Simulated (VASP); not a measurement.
# MoS2 (P-3m1) in VASP: notebook

MoS2 is run at these levels: LDA; tasks: single point.

Everything below comes from runs of VASP 6.6.1. Logs are shortened: lines on timing, memory, paths and dates and some standing lists are left out, and cuts for length are marked.

### 1 The cell of the first run

The structure is trigonal, space group P-3m1 (No. 164). Conventional cell: a = 3.173 Å, b = 3.173 Å, c = 6.205 Å, α = 90.00°, β = 90.00°, γ = 120.00°. Mo (site symmetry -3m) has 6 S at 2.38 Å within 3.1 Å. S (site symmetry 3m) has 3 Mo at 2.38 Å within 3.1 Å.

### 2 Single point, LDA

The input, INCAR:

```
SYSTEM = MoS2
  ALGO = Normal
  EDIFF = 1E-6
  ENCUT = 520
  ISIF = 2
  ISMEAR = 1
  LASPH = .True.
  LCHARG = .False.
  LREAL = .False.
  LWAVE = .False.
  NBANDS = 20
  NELM = 60
  PREC = Accurate
  SIGMA = 0.05
```

The input, KPOINTS:

```
k-points
0
Gamma
  10 10 5
  0 0 0
```

The input, POSCAR:

```
MoS2
1.0
    3.1727516336      0.0000000000      0.0000000000
   -1.5863753253      2.7476828463      0.0000000000
    0.0000000000      0.0000000000      6.2054612591
Mo S
1 2
Direct
    0.0000000000      0.0000000000      0.5000000000
    0.3333333333      0.6666666667      0.2553190000
    0.6666666667      0.3333333333      0.7446810000
```

Potentials or basis: VASP PAW LDA potentials, release 64 (Mo_sv, S).

The run is started by

```bash
$ cat potpaw_LDA.64/Mo_sv/POTCAR potpaw_LDA.64/S/POTCAR > POTCAR
$ mpirun -np 1 vasp_std > vasp.out
```

OUTCAR:

```text
SYSTEM = MoS2
   EDIFF = 1E-6
   ENCUT = 520
   ISIF = 2
   ISMEAR = 1
   LASPH = .True.
   LREAL = .False.
   NELM = 60
   PREC = Accurate

 ion  position               nearest neighbor table
   1  0.000  0.000  0.500-   2 2.38   3 2.38   3 2.38   2 2.38   3 2.38   2 2.38
   2  0.333  0.667  0.255-   1 2.38   1 2.38   1 2.38
   3  0.667  0.333  0.745-   1 2.38   1 2.38   1 2.38

  LATTYP: Found a hexagonal cell.
 ALAT       =     3.1727516336
 C/A-ratio  =     1.9558610240

  Lattice vectors:

 A1 = (   3.1727516336,   0.0000000000,   0.0000000000)
 A2 = (  -1.5863753253,   2.7476828463,   0.0000000000)
 A3 = (   0.0000000000,   0.0000000000,   6.2054612591)

Analysis of symmetry for initial positions (statically):
=====================================================================
 Subroutine PRICEL returns:
 Original cell was already a primitive cell.

 Routine SETGRP: Setting up the symmetry group for a
 hexagonal supercell.

 Subroutine GETGRP returns: Found 12 space group operations
 (whereof 12 operations were pure point group operations)
 out of a pool of 24 trial point group operations.

The static configuration has the point symmetry D_3d.

Analysis of symmetry for dynamics (positions and initial velocities):
=====================================================================
 Subroutine PRICEL returns:
 Original cell was already a primitive cell.

 Routine SETGRP: Setting up the symmetry group for a
 hexagonal supercell.

 Subroutine GETGRP returns: Found 12 space group operations
 (whereof 12 operations were pure point group operations)
 out of a pool of 24 trial point group operations.

The dynamic configuration has the point symmetry D_3d.

 Subroutine INISYM returns: Found 12 space group operations
 (whereof 12 operations are pure point group operations),
 and found     1 'primitive' translations

----------------------------------------------------------------------------------------

                                     Primitive cell

  volume of cell :      54.0974

  direct lattice vectors                    reciprocal lattice vectors
     3.172751634  0.000000000  0.000000000     0.315183826  0.181971455  0.000000000
    -1.586375325  2.747682846  0.000000000     0.000000000  0.363943023  0.000000000
     0.000000000  0.000000000  6.205461259     0.000000000  0.000000000  0.161148375

  length of vectors
     3.172751634  3.172750809  6.205461259     0.363942928  0.363943023  0.161148375

  position of ions in fractional coordinates (direct lattice)
     0.000000000  0.000000000  0.500000000
     0.333333333  0.666666667  0.255319000
     0.666666667  0.333333333  0.744681000

  ion indices of the primitive-cell ions
   primitive index   ion index
                 1           1
                 2           2
                 3           3

----------------------------------------------------------------------------------------

 KPOINTS: k-points

Automatic generation of k-mesh.
 Grid dimensions read from file:
 generate k-points for:   10   10    5

 Generating k-lattice:

  Cartesian coordinates                     Fractional coordinates (reciprocal lattice)
     0.031518383  0.018197145  0.000000000     0.100000000 -0.000000000  0.000000000
     0.000000000  0.036394302  0.000000000     0.000000000  0.100000000  0.000000000
     0.000000000  0.000000000  0.032229675     0.000000000  0.000000000  0.200000000

  Length of vectors
     0.036394293  0.036394302  0.032229675

  Shift w.r.t. Gamma in fractional coordinates (k-lattice)
     0.000000000  0.000000000  0.000000000

 Subroutine IBZKPT returns following result:
 ===========================================

 Found     58 irreducible k-points:

 Following reciprocal coordinates:
            Coordinates               Weight
  0.000000  0.000000  0.000000      1.000000
  0.100000  0.000000  0.000000      6.000000
  0.200000  0.000000  0.000000      6.000000
  0.300000  0.000000  0.000000      6.000000
  0.400000  0.000000  0.000000      6.000000
  0.500000 -0.000000  0.000000      3.000000
[... 16 lines left out ...]
  0.000000  0.400000  0.200000      6.000000
  0.500000 -0.000000  0.200000      6.000000
 [... further k-points ...]
   k-points           NKPTS =     58   k-points in BZ     NKDIM =     58   number of bands    NBANDS=     20
   number of dos      NEDOS =    301   number of ions     NIONS =      3
   total plane-waves  NPLWV =  27648
   dimension x,y,z NGX =    24 NGY =   24 NGZ =   48
   dimension x,y,z NGXF=    48 NGYF=   48 NGZF=   96
   ions per type =               1   2
   NGX,Y,Z   is equivalent  to a cutoff of  12.58, 12.58, 12.86 a.u.
   NGXF,Y,Z  is equivalent  to a cutoff of  25.15, 25.15, 25.72 a.u.
 SYSTEM =  MoS2
   PREC   = accura    normal or accurate (medium, high low for compatibility)
   ISTART =      0    job   : 0-new  1-cont  2-samecut
   ICHARG =      2    charge: 1-file 2-atom 10-const
   ISPIN  =      1    spin polarized calculation?
   LNONCOLLINEAR =      F non collinear calculations
   LSORBIT =      F    spin-orbit coupling
   LASPH  =      T    aspherical Exc in radial PAW
   ENCUT  =  520.0 eV  38.22 Ry    6.18 a.u.   5.90  5.90 11.54*2*pi/ulx,y,z
   NELM   =     60;   NELMIN=  2; NELMDL= -5     # of ELM steps
   EDIFF  = 0.1E-05   stopping-criterion for ELM
   LREAL  =      F    real-space projection
   EDIFFG = 0.1E-04   stopping-criterion for IOM
   NSW    =      0    number of steps for IOM
   IBRION =     -1    ionic relax: 0-MD 1-quasi-New 2-CG
   NFREE  =      0    steps in history (QN), initial steepest desc. (CG)
   ISIF   =      2    stress and relaxation
   ISYM   =      2    0-nonsym 1-usesym 2-fastsym
   POTIM  = 0.5000    time-step for ionic-motion
   TEBEG  =    0.0;   TEEND  =   0.0 temperature during run
   PSTRESS=    0.0 pullay stress
   NELECT =      26.0000    total number of electrons
   NUPDOWN=      -1.0000    fix difference up-down
   EMIN   =  10.00;   EMAX   =-10.00  energy-range for DOS
   EFERMI =   0.00;   METHOD = LEGACY
   ISMEAR =     1;   SIGMA  =   0.05  broadening in eV -4-tet -1-fermi 0-gaus
   EFERMI_NEDOS =   21; number of points for ismear=-14 and -15
   IALGO  =     38    algorithm
   IMIX   =      4    mixing-type and parameters
     AMIX     =   0.40;   BMIX     =  1.00
     AMIX_MAG =   1.60;   BMIX_MAG =  1.00
  volume/ion in A,a.u.               =      18.03       121.69
  Fermi-wavevector in a.u.,A,eV,Ry     =   1.282351  2.423293 22.373760  1.644425
  Thomas-Fermi vector in A             =   2.414668
   LORBIT       =      0    0 simple, 1 ext, 2 COOP (PROOUT), +10 PAW based schemes
   GGA     = CA    functional components
   LHFCALC =     F    Hartree Fock is set to
   AEXX    =    0.0000 exact exchange contribution
   IVDW    =     0    specifies the selected vdW correction
   LEPSILON=     F    determine dielectric tensor
   LRPA    =     F    only Hartree local field effects (RPA)
 non-spin polarized calculation
 Methfessel and Paxton  Order N= 1 SIGMA  =   0.05
  energy-cutoff  :      520.00
  volume of cell :       54.10
 maximum number of plane-waves:      1476
   NGX = 11   NGY = 11   NGZ = 23

 number of electron      25.9999998 magnetization

 Free energy of the ion-electron system (eV)
  ---------------------------------------------------
  ext. energy  EPLUGINS =         0.00000000
  ---------------------------------------------------
  free energy    TOTEN  =       -23.58965875 eV

  energy without entropy =      -23.58980706  energy(sigma->0) =      -23.58970819

 E-fermi :   7.5455     XC(G=0): -11.0090

 val. band max:        7.4289476760   @ k =   0.2000   0.2000   0.4000
 cond. band min:       7.5635512030   @ k =   0.1000   0.0000   0.2000
 fundamental gap:      0.1346035270
 Fermi energy:         7.5454786591

 k-point     1 :       0.0000    0.0000    0.0000
  band No.  band energies     occupation
      1     -53.9900      2.00000
      2     -28.2691      2.00000
      3     -28.1780      2.00000
      4     -28.1780      2.00000
      5      -7.6786      2.00000
      6      -6.0511      2.00000
[... 12 lines left out ...]
     19      13.8752      0.00000
     20      16.9936      0.00000

 k-point     2 :       0.1000    0.0000    0.0000
  band No.  band energies     occupation
      1     -53.9860      2.00000
      2     -28.2612      2.00000
      3     -28.2176      2.00000
      4     -28.1869      2.00000
      5      -7.5141      2.00000
      6      -6.0224      2.00000
[... 12 lines left out ...]
     19      14.3796      0.00000
     20      16.5485      0.00000

 k-point     3 :       0.2000    0.0000    0.0000
  band No.  band energies     occupation
      1     -53.9756      2.00000
      2     -28.3204      2.00000
      3     -28.2403      2.00000
      4     -28.2104      2.00000
      5      -7.0563      2.00000
      6      -5.9424      2.00000
[... 12 lines left out ...]
     19      15.3124      0.00000
     20      16.2683      0.00000

 k-point     4 :       0.3000    0.0000    0.0000
  band No.  band energies     occupation
      1     -53.9628      2.00000
      2     -28.4451      2.00000
      3     -28.2392      2.00000
      4     -28.2145      2.00000
      5      -6.4418      2.00000
      6      -5.7991      2.00000
[... 12 lines left out ...]
     19      14.7180      0.00000
     20      15.3917      0.00000

 k-point     5 :       0.4000    0.0000    0.0000
  band No.  band energies     occupation
      1     -53.9524      2.00000
      2     -28.5442      2.00000
      3     -28.2623      2.00000
      4     -28.1935      2.00000
      5      -6.0502      2.00000
      6      -5.4419      2.00000
[... 12 lines left out ...]
     19      14.2744      0.00000
     20      15.3150      0.00000
[... 353 lines left out ...]
      6      -5.9125      2.00000
[... 12 lines left out ...]
     19      15.1599      0.00000
     20      15.3262      0.00000

 k-point    22 :       0.4000    0.0000    0.2000
  band No.  band energies     occupation
      1     -53.9524      2.00000
      2     -28.5442      2.00000
      3     -28.2623      2.00000
      4     -28.1935      2.00000
      5      -6.1101      2.00000
      6      -5.3549      2.00000
[... 12 lines left out ...]
     19      13.7493      0.00000
     20      16.3246      0.00000

 k-point    23 :       0.0000    0.4000    0.2000
  band No.  band energies     occupation
      1     -53.9524      2.00000
      2     -28.5442      2.00000
      3     -28.2623      2.00000
      4     -28.1935      2.00000
      5      -6.0142      2.00000
      6      -5.4892      2.00000
[... 12 lines left out ...]
     19      14.0632      0.00000
     20      15.1347      0.00000

 k-point    24 :       0.5000   -0.0000    0.2000
  band No.  band energies     occupation
      1     -53.9484      2.00000
      2     -28.5816      2.00000
      3     -28.2712      2.00000
      4     -28.1855      2.00000
      5      -6.0012      2.00000
      6      -5.1337      2.00000
[... 12 lines left out ...]
     19      13.9544      0.00000
     20      15.1686      0.00000

 [... further k-points ...]

------------------------ aborting loop because EDIFF is reached ----------------------------------------

  FORCE on cell =-STRESS in cart. coord.  units (eV):
  Direction    XX          YY          ZZ          XY          YZ          ZX
  --------------------------------------------------------------------------------------
  -------------------------------------------------------------------------------------
  Total       -0.0956960     -0.0956959      1.4949753     -0.0000000      0.0000000      0.0000000
  in kB       -2.8341799     -2.8341786     44.2759464     -0.0000005      0.0000000      0.0000000
  external PRESSURE =      12.8691960 kB  Pullay stress =       0.0000000 kB

 VOLUME and BASIS-vectors are now :
 -----------------------------------------------------------------------------
  energy-cutoff  :      520.00
  volume of cell :       54.10
      direct lattice vectors                 reciprocal lattice vectors
     3.172751634  0.000000000  0.000000000     0.315183826  0.181971455  0.000000000
    -1.586375325  2.747682846  0.000000000     0.000000000  0.363943023  0.000000000
     0.000000000  0.000000000  6.205461259     0.000000000  0.000000000  0.161148375

 POSITION                                       TOTAL-FORCE (eV/Angst)
 -----------------------------------------------------------------------------------
      0.00000      0.00000      3.10273         0.000000      0.000000     -0.000000
      0.00000      1.83179      1.58437         0.000000      0.000000     -0.719410
      1.58638      0.91589      4.62109        -0.000000     -0.000000      0.719410
 -----------------------------------------------------------------------------------
    total drift:                                0.000000      0.000000      0.000000

  FREE ENERGIE OF THE ION-ELECTRON SYSTEM (eV)
  ---------------------------------------------------
  free  energy   TOTEN  =       -23.5896587549 eV

  energy  without entropy=      -23.5898070616  energy(sigma->0) =      -23.58970819
```

Wall time 18 s (1 thread of Intel Xeon 6975P-C (Granite Rapids), shared host); peak memory 0.18 GiB.

Results:

```
Free energy            : -23.5897 eV
Pressure               : 1.3 GPa
Largest force          : 0.719 eV/Å
Band gap on the k mesh : zero (band 13 reaches 7.85 eV, above the bottom of band 14 at 7.10 eV)
```

Forces in eV/Å, atoms in the order of the input:
```
Mo   0.000  0.000  0.000
S    0.000  0.000 -0.719
S    0.000  0.000  0.719
```

### 3 Single point, LDA

This run uses another cell than the first one, of 18.60 Å³/atom, 1.032 times its volume.

The input, INCAR:

```
PREC = Accurate ; ENCUT = 520
EDIFF = 1E-6 ; ISMEAR = 1
SIGMA = 0.05 ; LREAL = F
LASPH = T ; NELM = 100
ALGO = Normal ; ISIF = 2
LWAVE = F ; LCHARG = T
GGA = CA ; LELF = T
LVHAR = T ; NBANDS = 20
```

The input, KPOINTS:

```
regular mesh
0
Gamma
  10 10 5
```

The input, POSCAR:

```
MoS2
1.0
    3.2058035084      0.0000000000      0.0000000000
   -1.6029012576      2.7763066026      0.0000000000
    0.0000000000      0.0000000000      6.2701061329
Mo S
1 2
Direct
    0.0000000000      0.0000000000      0.5000000000
    0.3333333333      0.6666666667      0.2553190000
    0.6666666667      0.3333333333      0.7446810000
```

Potentials or basis: VASP PAW LDA potentials, release 64 (Mo_sv, S).

The run is started by

```bash
$ cat potpaw_LDA.64/Mo_sv/POTCAR potpaw_LDA.64/S/POTCAR > POTCAR
$ mpirun -np 1 vasp_std > vasp.out
```

It took 19 s on 1 thread of Intel Xeon 6975P-C (Granite Rapids), shared host; peak memory 0.18 GiB.

Results (log left out):

```
Free energy            : -23.5796 eV
Pressure               : -3.2 GPa
Largest force          : 0.187 eV/Å
Band gap on the k mesh : zero (band 13 reaches 7.43 eV, above the bottom of band 14 at 6.68 eV)
```

Forces in eV/Å, atoms in the order of the input:
```
Mo   0.000  0.000  0.000
S    0.000  0.000 -0.187
S    0.000  0.000  0.187
```

Stress tensor (GPa, compression positive):
```
-4.58  0.00  0.00
 0.00 -4.58  0.00
 0.00  0.00 -0.47
```

Levels at points of the mesh, in eV from the Fermi level:
| k point | band 10 | band 11 | band 12 | band 13 | band 14 | band 15 | band 16 | band 17 |
| --- | --- | --- | --- | --- | --- | --- | --- | --- |
| (0.00, 0.00, 0.00) | -1.95 | -1.28 | -1.12 | -1.12 | -0.40 | -0.40 | 3.16 | 3.16 |
| (0.50, 0.00, 0.00) | -4.30 | -3.34 | -1.88 | -1.88 | 0.84 | 1.62 | 3.61 | 3.67 |

### 4 Single point, LDA

This run uses another cell than the first one, of 19.17 Å³/atom, 1.063 times its volume.

The input, INCAR:

```
PREC = Accurate ; ENCUT = 520
EDIFF = 1E-6 ; ISMEAR = 1
SIGMA = 0.05 ; LREAL = F
LASPH = T ; NELM = 100
ALGO = Normal ; ISIF = 2
LWAVE = F ; LCHARG = F
NBANDS = 20
```

The input, KPOINTS:

```
Automatic mesh
0
Gamma
  10 10 5
```

The input, POSCAR:

```
MoS2
1.0
    3.2381875539      0.0000000000      0.0000000000
   -1.6190932753      2.8043520018      0.0000000000
    0.0000000000      0.0000000000      6.3334448252
Mo S
1 2
Direct
    0.0000000000      0.0000000000      0.5000000000
    0.3333333333      0.6666666667      0.2553190000
    0.6666666667      0.3333333333      0.7446810000
```

The run is started by

```bash
$ cat potpaw_LDA.64/Mo_sv/POTCAR potpaw_LDA.64/S/POTCAR > POTCAR
$ mpirun -np 1 vasp_std > vasp.out
```

It took 18 s on 1 thread of Intel Xeon 6975P-C (Granite Rapids), shared host; peak memory 0.18 GiB.

Results (log left out):

- Free energy: -23.5253 eV
- Pressure: -7.0 GPa
- Largest force: 0.287 eV/Å
- Band gap on the k mesh: zero (band 13 reaches 7.03 eV, above the bottom of band 14 at 6.27 eV)

Forces on the atoms (eV/Å):
```
Mo   0.000  0.000  0.000
S    0.000  0.000  0.287
S    0.000  0.000 -0.287
```

Stress tensor (GPa, compression positive):
```
-8.19  0.00  0.00
 0.00 -8.19  0.00
 0.00  0.00 -4.66
```

Levels at points of the mesh, in eV from the Fermi level:
| k point | band 10 | band 11 | band 12 | band 13 | band 14 | band 15 | band 16 | band 17 |
| --- | --- | --- | --- | --- | --- | --- | --- | --- |
| (0.00, 0.00, 0.00) | -1.90 | -1.19 | -1.06 | -1.06 | -0.41 | -0.41 | 3.05 | 3.05 |
| (0.50, 0.00, 0.00) | -4.16 | -3.26 | -1.85 | -1.82 | 0.79 | 1.55 | 3.48 | 3.59 |

### 5 The runs side by side

| cell | gap on the mesh (eV) | pressure (GPa) | largest force (eV/Å) |
| --- | --- | --- | --- |
| a = 3.173, b = 3.173, c = 6.205 Å, angles 90.0, 90.0, 120.0°, 3 atoms | none | 1.3 | 0.72 |
| a = 3.206, b = 3.206, c = 6.270 Å, angles 90.0, 90.0, 120.0°, 3 atoms | none | -3.2 | 0.19 |
| a = 3.238, b = 3.238, c = 6.333 Å, angles 90.0, 90.0, 120.0°, 3 atoms | none | -7.0 | 0.29 |

Alike in all rows: task single point; level LDA; potentials or basis VASP PAW LDA potentials, release 64 (Mo_sv, S); no spin polarisation; k mesh 10 × 10 × 5; cutoff (eV) 520; smearing methfessel-paxton 0.05 eV.

Absolute energies hang on the potentials; compare differences alone.
